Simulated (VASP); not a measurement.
Input of a VASP 6.6.1 run:

The input INCAR:

```
SYSTEM = B17N15
ALGO = Normal
EDIFF = 1E-6
ENCUT = 520
GGA = PE
GGA_COMPAT = .FALSE.
ISIF = 2
ISMEAR = -1
LASPH = .TRUE.
LCHARG = .FALSE.
LREAL = Auto
LWAVE = .FALSE.
NBANDS = 85
NELM = 120
PREC = Accurate
SIGMA = 0.01
```

Contents of KPOINTS:

```
Automatic mesh
0
Gamma
  1 1 1
  0.25 0.25 0.25
```

The input POSCAR:

```
B17N15
1.0
   -3.6241103800      3.6241103800     -3.6241103800
    3.6241103800      3.6241103800      3.6241103800
    3.6241103800     -3.6241103800     -3.6241103800
B N
17 15
Direct
   -0.0013542582      0.0030932789      0.0012238574
   -0.0019564704      0.2503896393      0.7482480239
    0.0022358258      0.5048945858      0.5030071472
    0.0028343696      0.7527923563      0.2506454744
    0.2504513340      0.0004219008      0.7454737583
    0.2344964587      0.2504587039      0.4907370056
    0.2459654140      0.4977009201      0.2485412040
    0.2531099076      0.7486017444      0.0012244171
    0.5005085434     -0.0155157892      0.4907231841
    0.5003836160      0.2503252675      0.2176607260
    0.5004108298      0.5003393097     -0.0045756429
    0.5004299283      0.7480237884      0.7482606621
    0.7477599167     -0.0040918607      0.2485293975
    0.7503816779      0.2503821007     -0.0045260879
    0.7664488595      0.5163841596      0.7567027205
    0.7548987333      0.7521597244      0.5030062988
    0.5004060498      0.2504012785      0.5360769771
   -0.0084969693     -0.0023977900      0.2451266621
   -0.0009556565      0.2503848127     -0.0001694099
    0.0093683428      0.5065315116      0.7540517115
    0.0017924287      0.7517603415      0.5012135456
    0.2520015170      0.0019937445      0.0041405398
    0.2484174879      0.2503807083      0.7528616344
    0.2442997650      0.5032199060      0.4979516168
    0.2476440180      0.7414603438      0.2451270282
    0.5004161016     -0.0015987030      0.7528527575
    0.5003959107      0.4987369878      0.2525759939
    0.5004131180      0.7490120085     -0.0001478830
    0.7532427924     -0.0057732103      0.4979158643
    0.7488252050      0.2503932389      0.2525801463
    0.7524139765      0.5023759633      0.0048287256
    0.7565501284      0.7593201050      0.7540658160
```

Potentials or basis: VASP PAW PBE potentials, release 64 (B, N).

Launch:

```console
$ cat potpaw_PBE.64/B/POTCAR potpaw_PBE.64/N/POTCAR > POTCAR
$ mpirun -np 1 vasp_std > vasp.out
```

(1) Estimate the largest force.

(2) Predict the pressure.

(3) Predict the band gap on the k mesh.

## Answers

(1) 0.029 eV/Å.

(2) 10.1 GPa.

(3) 1.14 eV.

Caveat: the k points lie up to 1.23 Å⁻¹ apart.
